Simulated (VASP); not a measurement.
Wanted: the native input for a VASP 6.6.1 run.

```
Task                   : single point
Functional             : PBEsol
Potentials or basis    : VASP PAW PBE potentials, release 64 (Se)
Cutoff                 : 520 eV
k mesh                 : 20 × 20 × 20
Occupations            : gaussian, width 0.15 eV
Spin                   : no spin polarisation
Dipole correction      : no
Further INCAR settings : ALGO = Normal; EDIFF = 1e-06; NBANDS = 9
```

The structure of Se lies in POSCAR:

```
Se
1.0
   -1.6182761842      1.6182761842      1.7460348303
    1.6182761842     -1.6182761842      1.7460348303
    1.6182761842      1.6182761842     -1.7460348303
Se
1
Direct
    0.0000000000      0.0000000000      0.0000000000
```

This cell differs from its parent crystal: strain -0.050 along x and y, +0.025 along z.

These files were run (other wordings do the same):

INCAR

```
PREC     = Accurate       # precision mode
ENCUT    = 520            # plane-wave cutoff, eV
EDIFF    = 1E-6           # SCF threshold, eV
ISMEAR   = 0              # smearing method
SIGMA    = 0.15           # smearing width, eV
LREAL    = False          # projectors in reciprocal space
LASPH    = True           # aspherical terms in the spheres
NELM     = 80             # most SCF steps
ALGO     = Normal         # electronic algorithm
ISIF     = 2              # what is computed and relaxed
LWAVE    = False          # write WAVECAR
LCHARG   = False          # write CHGCAR
GGA      = PS             # functional
NBANDS   = 9              # bands
```

KPOINTS

```
Automatic mesh
0
Gamma
  20 20 20
```

Potentials or basis: VASP PAW PBE potentials, release 64 (Se).

Run with:

```console
$ cat potpaw_PBE.64/Se/POTCAR > POTCAR
$ mpirun -np 1 vasp_std > vasp.out
```

Results of the run:

```json
{
  "Pressure": "5.1 GPa",
  "Band gap on the k mesh": "zero (bands 3 and 4 overlap by 7.62 eV)"
}
```

Caveat: the cell differs from its parent crystal (strain -0.050 along x and y, +0.025 along z); the stress differs along the axes, from 1 to 7 GPa; the PAW data sets were made with another functional, which shifts forces and pressure a little.

Wall time 22 s on 1 thread of Intel(R) Xeon(R) 6975P-C (Granite Rapids) (shared host), peak memory 0.22 GiB.
